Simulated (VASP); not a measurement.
# LiTi (Pm-3m) in VASP: notebook

LiTi is run at these levels: PBE; tasks: single point, relaxation of cell and atoms.

Everything below comes from runs of VASP 6.6.1. Logs are shortened: lines on timing, memory, paths and dates and some standing lists are left out, and cuts for length are marked.

## 1. The cell of the first run

The structure is cubic, space group Pm-3m (No. 221). The conventional cell has a = 3.173 Å, b = 3.173 Å, c = 3.173 Å, α = 90.00°, β = 90.00°, γ = 90.00°. Within 3.6 Å of Li (site symmetry m-3m) lie 8 Ti at 2.75 Å and 6 Li at 3.17 Å. Within 3.6 Å of Ti (site symmetry m-3m) lie 8 Li at 2.75 Å and 6 Ti at 3.17 Å.

## 2. Single point, PBE

The input, INCAR:

```
SYSTEM = LiTi
ALGO = Normal
EDIFF = 1E-6
ENCUT = 520
GGA = PE
ISIF = 2
ISMEAR = 0
LASPH = .True.
LCHARG = .False.
LREAL = .False.
LWAVE = .False.
NBANDS = 14
NELM = 80
PREC = Accurate
SIGMA = 0.1
```

The input, KPOINTS:

```
k-points
0
Gamma
  6 6 6
  0 0 0
```

The input, POSCAR:

```
LiTi
1.0
    3.1729726905      0.0000000000      0.0000000000
    0.0000000000      3.1729726905      0.0000000000
    0.0000000000      0.0000000000      3.1729726905
Li Ti
1 1
Direct
    0.0000000000      0.0000000000      0.0000000000
    0.5000000000      0.5000000000      0.5000000000
```

Potentials or basis: VASP PAW PBE potentials, release 64 (Li_sv, Ti_sv).

Started as:

```
cat potpaw_PBE.64/Li_sv/POTCAR potpaw_PBE.64/Ti_sv/POTCAR > POTCAR
mpirun -np 1 vasp_std > vasp.out
```

OUTCAR:

```text
SYSTEM = LiTi
   EDIFF = 1E-6
   ENCUT = 520
   GGA = PE
   ISIF = 2
   ISMEAR = 0
   LASPH = .True.
   LREAL = .False.
   NELM = 80
   PREC = Accurate

 ion  position               nearest neighbor table
   1  0.000  0.000  0.000-   2 2.75   2 2.75   2 2.75   2 2.75   2 2.75   2 2.75   2 2.75   2 2.75

   2  0.500  0.500  0.500-   1 2.75   1 2.75   1 2.75   1 2.75   1 2.75   1 2.75   1 2.75   1 2.75

  LATTYP: Found a simple cubic cell.
 ALAT       =     3.1729726905

  Lattice vectors:

 A1 = (   3.1729726905,   0.0000000000,   0.0000000000)
 A2 = (   0.0000000000,   3.1729726905,   0.0000000000)
 A3 = (   0.0000000000,   0.0000000000,   3.1729726905)

Analysis of symmetry for initial positions (statically):
=====================================================================
 Subroutine PRICEL returns:
 Original cell was already a primitive cell.

 Routine SETGRP: Setting up the symmetry group for a
 simple cubic supercell.

 Subroutine GETGRP returns: Found 48 space group operations
 (whereof 48 operations were pure point group operations)
 out of a pool of 48 trial point group operations.

The static configuration has the point symmetry O_h .

Analysis of symmetry for dynamics (positions and initial velocities):
=====================================================================
 Subroutine PRICEL returns:
 Original cell was already a primitive cell.

 Routine SETGRP: Setting up the symmetry group for a
 simple cubic supercell.

 Subroutine GETGRP returns: Found 48 space group operations
 (whereof 48 operations were pure point group operations)
 out of a pool of 48 trial point group operations.

The dynamic configuration has the point symmetry O_h .

 Subroutine INISYM returns: Found 48 space group operations
 (whereof 48 operations are pure point group operations),
 and found     1 'primitive' translations

----------------------------------------------------------------------------------------

                                     Primitive cell

  volume of cell :      31.9447

  direct lattice vectors                    reciprocal lattice vectors
     3.172972690  0.000000000  0.000000000     0.315161868  0.000000000  0.000000000
     0.000000000  3.172972690  0.000000000     0.000000000  0.315161868  0.000000000
     0.000000000  0.000000000  3.172972690     0.000000000  0.000000000  0.315161868

  length of vectors
     3.172972690  3.172972690  3.172972690     0.315161868  0.315161868  0.315161868

  position of ions in fractional coordinates (direct lattice)
     0.000000000  0.000000000  0.000000000
     0.500000000  0.500000000  0.500000000

  ion indices of the primitive-cell ions
   primitive index   ion index
                 1           1
                 2           2

----------------------------------------------------------------------------------------

 KPOINTS: k-points

Automatic generation of k-mesh.
 Grid dimensions read from file:
 generate k-points for:    6    6    6

 Generating k-lattice:

  Cartesian coordinates                     Fractional coordinates (reciprocal lattice)
     0.052526978  0.000000000  0.000000000     0.166666667  0.000000000  0.000000000
     0.000000000  0.052526978  0.000000000     0.000000000  0.166666667  0.000000000
     0.000000000  0.000000000  0.052526978     0.000000000  0.000000000  0.166666667

  Length of vectors
     0.052526978  0.052526978  0.052526978

  Shift w.r.t. Gamma in fractional coordinates (k-lattice)
     0.000000000  0.000000000  0.000000000

 Subroutine IBZKPT returns following result:
 ===========================================

 Found     20 irreducible k-points:

 Following reciprocal coordinates:
            Coordinates               Weight
  0.000000  0.000000  0.000000      1.000000
  0.166667  0.000000  0.000000      6.000000
  0.333333  0.000000  0.000000      6.000000
  0.500000  0.000000  0.000000      3.000000
  0.166667  0.166667  0.000000     12.000000
  0.333333  0.166667  0.000000     24.000000
[... 12 lines left out ...]
  0.500000  0.500000  0.333333      6.000000
  0.500000  0.500000  0.500000      1.000000
   k-points           NKPTS =     20   k-points in BZ     NKDIM =     20   number of bands    NBANDS=     14
   number of dos      NEDOS =    301   number of ions     NIONS =      2
   total plane-waves  NPLWV =  13824
   dimension x,y,z NGX =    24 NGY =   24 NGZ =   24
   dimension x,y,z NGXF=    48 NGYF=   48 NGZF=   48
   ions per type =               1   1
   NGX,Y,Z   is equivalent  to a cutoff of  12.57, 12.57, 12.57 a.u.
   NGXF,Y,Z  is equivalent  to a cutoff of  25.15, 25.15, 25.15 a.u.
 SYSTEM =  LiTi
   PREC   = accura    normal or accurate (medium, high low for compatibility)
   ISTART =      0    job   : 0-new  1-cont  2-samecut
   ICHARG =      2    charge: 1-file 2-atom 10-const
   ISPIN  =      1    spin polarized calculation?
   LNONCOLLINEAR =      F non collinear calculations
   LSORBIT =      F    spin-orbit coupling
   LASPH  =      T    aspherical Exc in radial PAW
   ENCUT  =  520.0 eV  38.22 Ry    6.18 a.u.   5.90  5.90  5.90*2*pi/ulx,y,z
   NELM   =     80;   NELMIN=  2; NELMDL= -5     # of ELM steps
   EDIFF  = 0.1E-05   stopping-criterion for ELM
   LREAL  =      F    real-space projection
   EDIFFG = 0.1E-04   stopping-criterion for IOM
   NSW    =      0    number of steps for IOM
   IBRION =     -1    ionic relax: 0-MD 1-quasi-New 2-CG
   NFREE  =      0    steps in history (QN), initial steepest desc. (CG)
   ISIF   =      2    stress and relaxation
   ISYM   =      2    0-nonsym 1-usesym 2-fastsym
   POTIM  = 0.5000    time-step for ionic-motion
   TEBEG  =    0.0;   TEEND  =   0.0 temperature during run
   PSTRESS=    0.0 pullay stress
   NELECT =      15.0000    total number of electrons
   NUPDOWN=      -1.0000    fix difference up-down
   EMIN   =  10.00;   EMAX   =-10.00  energy-range for DOS
   EFERMI =   0.00;   METHOD = LEGACY
   ISMEAR =     0;   SIGMA  =   0.10  broadening in eV -4-tet -1-fermi 0-gaus
   EFERMI_NEDOS =   21; number of points for ismear=-14 and -15
   IALGO  =     38    algorithm
   IMIX   =      4    mixing-type and parameters
     AMIX     =   0.40;   BMIX     =  1.00
     AMIX_MAG =   1.60;   BMIX_MAG =  1.00
  volume/ion in A,a.u.               =      15.97       107.79
  Fermi-wavevector in a.u.,A,eV,Ry     =   1.272445  2.404572 22.029404  1.619116
  Thomas-Fermi vector in A             =   2.405323
   LORBIT       =      0    0 simple, 1 ext, 2 COOP (PROOUT), +10 PAW based schemes
   GGA     = PE    functional components
   LHFCALC =     F    Hartree Fock is set to
   AEXX    =    0.0000 exact exchange contribution
   IVDW    =     0    specifies the selected vdW correction
   LEPSILON=     F    determine dielectric tensor
   LRPA    =     F    only Hartree local field effects (RPA)
 non-spin polarized calculation
 Gauss-broadening in eV      SIGMA  =   0.10
  energy-cutoff  :      520.00
  volume of cell :       31.94
 maximum number of plane-waves:       912
 NGX is ok and might be reduce to    24
   NGX = 11   NGY = 11   NGZ = 11

 number of electron      14.9999985 magnetization

 Free energy of the ion-electron system (eV)
  ---------------------------------------------------
  ext. energy  EPLUGINS =         0.00000000
  ---------------------------------------------------
  free energy    TOTEN  =        -8.71893003 eV

  energy without entropy =       -8.69442973  energy(sigma->0) =       -8.70667988

 E-fermi :   4.9080     XC(G=0):  -9.9722

 val. band max:        4.8781005971   @ k =   0.3333   0.1667   0.0000
 cond. band min:       4.9177574589   @ k =   0.3333   0.3333   0.1667
 fundamental gap:      0.0396568618
 Fermi energy:         4.9079874716

 k-point     1 :       0.0000    0.0000    0.0000
  band No.  band energies     occupation
      1     -52.0064      2.00000
      2     -39.6483      2.00000
      3     -28.1638      2.00000
      4     -28.1638      2.00000
      5     -28.1638      2.00000
      6       0.0406      2.00000
      7       4.3915      2.00000
      8       4.3915      2.00000
      9       7.1260      0.00000
     10       7.1260      0.00000
     11       7.1260      0.00000
     12      12.4094      0.00000
     13      12.4094      0.00000
     14      12.4094      0.00000

 k-point     2 :       0.1667    0.0000    0.0000
  band No.  band energies     occupation
      1     -52.0029      2.00000
      2     -39.6475      2.00000
      3     -28.2016      2.00000
      4     -28.1605      2.00000
      5     -28.1605      2.00000
      6       0.4149      2.00000
      7       4.4642      2.00000
      8       4.5018      2.00000
      9       6.7776      0.00000
     10       6.7776      0.00000
     11       7.1506      0.00000
     12      10.8981      0.00000
     13      13.1597      0.00000
     14      13.1597      0.00000

 k-point     3 :       0.3333    0.0000    0.0000
  band No.  band energies     occupation
      1     -51.9959      2.00000
      2     -39.6457      2.00000
      3     -28.2765      2.00000
      4     -28.1538      2.00000
      5     -28.1538      2.00000
      6       1.3446      2.00000
      7       4.4563      2.00000
      8       4.7369      1.98444
      9       6.2168      0.00000
     10       6.2168      0.00000
     11       7.2003      0.00000
     12       9.0190      0.00000
     13      14.9671      0.00000
     14      14.9671      0.00000
[... 256 lines left out ...]
 k-point    19 :       0.5000    0.5000    0.3333
  band No.  band energies     occupation
      1     -51.9689      2.00000
      2     -39.6354      2.00000
      3     -28.2857      2.00000
      4     -28.2857      2.00000
      5     -28.2456      2.00000
      6       3.7594      2.00000
      7       4.0352      2.00000
      8       4.0352      2.00000
      9       6.6717      0.00000
     10       7.8101      0.00000
     11       9.2023      0.00000
     12       9.2023      0.00000
     13      10.8099      0.00000
     14      13.1930      0.00000

 k-point    20 :       0.5000    0.5000    0.5000
  band No.  band energies     occupation
      1     -51.9656      2.00000
      2     -39.6343      2.00000
      3     -28.2813      2.00000
      4     -28.2813      2.00000
      5     -28.2813      2.00000
      6       3.7624      2.00000
      7       3.7624      2.00000
      8       3.7624      2.00000
      9       7.8228      0.00000
     10       7.8228      0.00000
     11      10.4056      0.00000
     12      10.4056      0.00000
     13      10.4056      0.00000
     14      13.0927      0.00000

------------------------ aborting loop because EDIFF is reached ----------------------------------------

  FORCE on cell =-STRESS in cart. coord.  units (eV):
  Direction    XX          YY          ZZ          XY          YZ          ZX
  --------------------------------------------------------------------------------------
  -------------------------------------------------------------------------------------
  Total        0.0563001      0.0563001      0.0563001     -0.0000000     -0.0000000      0.0000000
  in kB        2.8237131      2.8237131      2.8237131     -0.0000000     -0.0000000      0.0000000
  external PRESSURE =       2.8237131 kB  Pullay stress =       0.0000000 kB

 VOLUME and BASIS-vectors are now :
 -----------------------------------------------------------------------------
  energy-cutoff  :      520.00
  volume of cell :       31.94
      direct lattice vectors                 reciprocal lattice vectors
     3.172972690  0.000000000  0.000000000     0.315161868  0.000000000  0.000000000
     0.000000000  3.172972690  0.000000000     0.000000000  0.315161868  0.000000000
     0.000000000  0.000000000  3.172972690     0.000000000  0.000000000  0.315161868

 POSITION                                       TOTAL-FORCE (eV/Angst)
 -----------------------------------------------------------------------------------
      0.00000      0.00000      0.00000         0.000000      0.000000      0.000000
      1.58649      1.58649      1.58649         0.000000      0.000000      0.000000
 -----------------------------------------------------------------------------------
    total drift:                                0.000000      0.000000     -0.000000

  FREE ENERGIE OF THE ION-ELECTRON SYSTEM (eV)
  ---------------------------------------------------
  free  energy   TOTEN  =        -8.7189300305 eV

  energy  without entropy=       -8.6944297308  energy(sigma->0) =       -8.70667988
```

It took 8.2 s on 1 thread of Intel Xeon Platinum 8488C (Sapphire Rapids), shared host; peak memory 0.13 GiB.

What came out:

```
Free energy            : -8.7189 eV
Band gap on the k mesh : zero (an odd number of electrons rules out a gap without spin polarisation)
```

Levels at points of the mesh, in eV from the Fermi level:
```tsv
k point	band 5	band 6	band 7	band 8	band 9	band 10	band 11	band 12
(0.00, 0.00, 0.00)	-33.07	-4.87	-0.52	-0.52	2.22	2.22	2.22	7.50
(0.50, 0.00, 0.00)	-33.06	-2.89	-0.68	-0.05	1.07	1.07	2.32	3.42
(0.50, 0.50, 0.00)	-33.05	-1.16	-0.29	0.79	0.79	1.44	1.44	2.86
(0.50, 0.50, 0.50)	-33.19	-1.15	-1.15	-1.15	2.91	2.91	5.50	5.50
```

Caveat: the cutoff is under 1.25 times the usual one of these potentials, so pressure, stress and relaxed cells hold a basis-set (Pulay) error.

## 3. Relaxation of cell and atoms, PBE

This run uses another cell than the first one, of 13.68 Å³/atom.

The input, INCAR:

```
SYSTEM = LiTi
ALGO = Fast
EDIFF = 1E-6
EDIFFG = -0.04
ENCUT = 600
GGA = PE
IBRION = 2
ISIF = 3
ISMEAR = 0
LASPH = .True.
LCHARG = .False.
LREAL = .False.
LWAVE = .False.
NELM = 100
NSW = 90
PREC = Accurate
SIGMA = 0.1
```

KPOINTS is that of step 2.

The input, POSCAR:

```
LiTi
1.0
    3.0134006719      0.0000000000      0.0000000000
    0.0000000000      3.0134006719      0.0000000000
    0.0000000000      0.0000000000      3.0134006719
Li Ti
1 1
Direct
    0.0000000000      0.0000000000      0.0000000000
    0.5000000000      0.5000000000      0.5000000000
```

Potentials or basis: VASP PAW PBE potentials, release 64 (Li_sv, Ti_sv).

Started as:

```
cat potpaw_PBE.64/Li_sv/POTCAR potpaw_PBE.64/Ti_sv/POTCAR > POTCAR
mpirun -np 1 vasp_std > vasp.out
```

OUTCAR:

```text
SYSTEM = LiTi
   EDIFF = 1E-6
   EDIFFG = -0.04
   ENCUT = 600
   GGA = PE
   IBRION = 2
   ISIF = 3
   ISMEAR = 0
   LASPH = .True.
   LREAL = .False.
   NELM = 100
   NSW = 90
   PREC = Accurate

 ion  position               nearest neighbor table
   1  0.000  0.000  0.000-   2 2.61   2 2.61   2 2.61   2 2.61   2 2.61   2 2.61   2 2.61   2 2.61

   2  0.500  0.500  0.500-   1 2.61   1 2.61   1 2.61   1 2.61   1 2.61   1 2.61   1 2.61   1 2.61

  LATTYP: Found a simple cubic cell.
 ALAT       =     3.0134006719

  Lattice vectors:

 A1 = (   3.0134006719,   0.0000000000,   0.0000000000)
 A2 = (   0.0000000000,   3.0134006719,   0.0000000000)
 A3 = (   0.0000000000,   0.0000000000,   3.0134006719)

Analysis of symmetry for initial positions (statically):
=====================================================================
[... 934 lines left out ...]

 E-fermi :   4.8678     XC(G=0):  -9.9495

 val. band max:        4.8377887960   @ k =   0.3333   0.1667   0.0000
 cond. band min:       4.8772433582   @ k =   0.3333   0.3333   0.1667
 fundamental gap:      0.0394545622
 Fermi energy:         4.8678195752
[... 267 lines left out ...]
 k-point    20 :       0.5000    0.5000    0.5000
  band No.  band energies     occupation
      1     -52.0174      2.00000
      2     -39.6750      2.00000
      3     -28.3313      2.00000
      4     -28.3313      2.00000
      5     -28.3313      2.00000
      6       3.7317      2.00000
      7       3.7317      2.00000
      8       3.7317      2.00000
      9       7.7599      0.00000
     10       7.7599      0.00000
     11      10.3328      0.00000

------------------------ aborting loop because EDIFF is reached ----------------------------------------

  FORCE on cell =-STRESS in cart. coord.  units (eV):
  Direction    XX          YY          ZZ          XY          YZ          ZX
  --------------------------------------------------------------------------------------
  -------------------------------------------------------------------------------------
  Total       -0.0446621     -0.0446621     -0.0446621      0.0000000     -0.0000000     -0.0000000
  in kB       -2.2272851     -2.2272851     -2.2272851      0.0000000     -0.0000000     -0.0000000
  external PRESSURE =      -2.2272851 kB  Pullay stress =       0.0000000 kB
[... 17 lines left out ...]
  FREE ENERGIE OF THE ION-ELECTRON SYSTEM (eV)
  ---------------------------------------------------
  free  energy   TOTEN  =        -8.7158350812 eV

  energy  without entropy=       -8.6912930070  energy(sigma->0) =       -8.70356404

 reached required accuracy - stopping structural energy minimisation
```

It took 8.5 min on 1 thread of Intel Xeon Platinum 8488C (Sapphire Rapids), shared host; peak memory 0.16 GiB.

What came out:

```yaml
Free_energy: -8.7158 eV
Relaxed_volume: 16.06 Å³/atom
Relaxed_cell: a = 3.179 Å, b = 3.179 Å, c = 3.179 Å, α = 90.00°, β = 90.00°, γ = 90.00°
Space_group_after_relaxing_to_0.1_Å: Pm-3m (No. 221)
Pressure_after_relaxing: -0.2 GPa
Band_gap_on_the_k_mesh: zero (an odd number of electrons rules out a gap without spin polarisation)
```

Final structure:
```yaml
crystal:
  lattice:
    - [3.17900, 0.00000, 0.00000]
    - [0.00000, 3.17900, 0.00000]
    - [0.00000, 0.00000, 3.17900]
  atoms:
    - { symbol: Li, position: [0.00000, 0.00000, 0.00000] }
    - { symbol: Ti, position: [0.50000, 0.50000, 0.50000] }
```

Caveat: the cutoff is under 1.25 times the usual one of these potentials, so pressure, stress and relaxed cells hold a basis-set (Pulay) error; the volume moved by over 15 % at a fixed basis, so the end points are rough.

[end of part 1 of 2]
